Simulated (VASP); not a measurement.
Here is a VASP 6.6.1 calculation.

INCAR

```
  PREC = Accurate
  ENCUT = 600
  EDIFF = 1E-6
  ISMEAR = 0
  SIGMA = 0.01
  LREAL = False
  LASPH = True
  NELM = 120
  ALGO = Normal
  ISIF = 2
  LWAVE = False
  LCHARG = False
  GGA = PE
  IVDW = 12
  NBANDS = 26
  GGA_COMPAT = False
```

KPOINTS

```
regular mesh
0
Gamma
  3 3 3
```

Contents of POSCAR:

```
BN
1.0
    2.5061138137     -1.4469054850      3.2948837584
    0.0000000000      2.8938109699      3.2948837584
   -2.5061138137     -1.4469054850      3.2948837584
B N
4 4
Direct
    0.9996975441      0.9996975441      0.9996975441
    0.4996975441      0.9996975441      0.4996975441
    0.9996975441      0.4996975441      0.4996975441
    0.4996975441      0.4996975441      0.9996975441
    0.3327354559      0.3327354559      0.3327354559
    0.8327354559      0.3327354559      0.8327354559
    0.3327354559      0.8327354559      0.8327354559
    0.8327354559      0.8327354559      0.3327354559
```

Potentials or basis: VASP PAW PBE potentials, release 64 (B, N).

Launch:

```console
$ cat potpaw_PBE.64/B/POTCAR potpaw_PBE.64/N/POTCAR > POTCAR
$ mpirun -np 1 vasp_std > vasp.out
```

Question: What does it give for the dispersion energy per atom?

Answer: -0.142 eV.

Question: Predict the band gap on the k mesh.

Answer: 4.23 eV.

Question: Predict the pressure.

Answer: -0.1 GPa.

Forces on the atoms (eV/Å):
```
B    0.000  0.000  0.002
B    0.000  0.000  0.002
B    0.000  0.000  0.002
B    0.000  0.000  0.002
N    0.000  0.000 -0.002
N    0.000  0.000 -0.002
N    0.000  0.000 -0.002
N    0.000  0.000 -0.002
```

Caveat: the k points lie up to 0.53 Å⁻¹ apart. A k mesh can miss the band edges.
